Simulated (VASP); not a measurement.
Pt, 2 atoms in the cell. The structure is hexagonal, space group P6_3/mmc (No. 194). Conventional cell: a = 2.493 Å, b = 2.493 Å, c = 4.198 Å, α = 90.00°, β = 90.00°, γ = 120.00°. Within 3.3 Å of Pt (site symmetry -6m2) lie 12 Pt at 2.49 to 2.54 Å.  This cell differs from its parent crystal: volume scaled by 0.76.

| Quantity | Value |
| --- | --- |
| Program | VASP 6.6.1 |
| Task | single point |
| Functional | LDA |
| Potentials or basis | VASP PAW LDA potentials, release 64 (Pt) |
| Cutoff | 520 eV |
| k mesh | 16 × 16 × 9 |
| Occupations | fermi-dirac, width 0.08 eV |
| Spin | no spin polarisation |
| Dipole correction | no |
| Further INCAR settings | ALGO = Normal; EDIFF = 1e-06; NBANDS = 17 |

Potentials or basis: VASP PAW LDA potentials, release 64 (Pt).

Launch:

```bash
$ cat potpaw_LDA.64/Pt/POTCAR > POTCAR
$ mpirun -np 1 vasp_std > vasp.out
```

Hardware: 1 thread of Intel(R) Xeon(R) 6975P-C (Granite Rapids), on a shared host.

Estimate the wall time of this run.

It took 31 s on 1 thread of Intel(R) Xeon(R) 6975P-C (Granite Rapids), with other jobs on the host, peak memory 0.16 GiB. Counts: scf iterations 11, k points 150.
